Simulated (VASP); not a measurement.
Runs of VASP 6.6.1 on Fe. The structure is that of space group Im-3m (No. 229), or close to it. The cells are those of the table. 

| cell | k mesh | gap on the mesh (eV) | pressure (GPa) | moment (μB) |
| --- | --- | --- | --- | --- |
| a = 2.415 Å, angles 109.5°, 1 atom | 26 × 26 × 26 | none | (b) | 2.12 |
| a = 2.382 Å, angles 109.5°, 1 atom | 26 × 26 × 26 | none | 9.6 | (a) |
| a = 2.348 Å, angles 109.5°, 1 atom | 26 × 26 × 26 | none | 22.0 | 1.96 |
| a = 2.415 Å, angles 109.5°, 1 atom | 15 × 15 × 15 | none | -0.1 | 2.12 |

Alike in all rows: task single point; level PBEsol; potentials or basis VASP PAW PBE potentials, release 64 (Fe); spin collinear, ferromagnetic start; cutoff (eV) 520; smearing fermi-dirac 0.05 eV.

Task: Estimate the missing entries.

Result: (a) 2.04; (b) 0.0.

Caveats: the PAW data sets were made with another functional, which shifts forces and pressure a little; the cell stands under pressure (at least some runs).

A gap of «none» marks levels without a gap at the run's occupations.
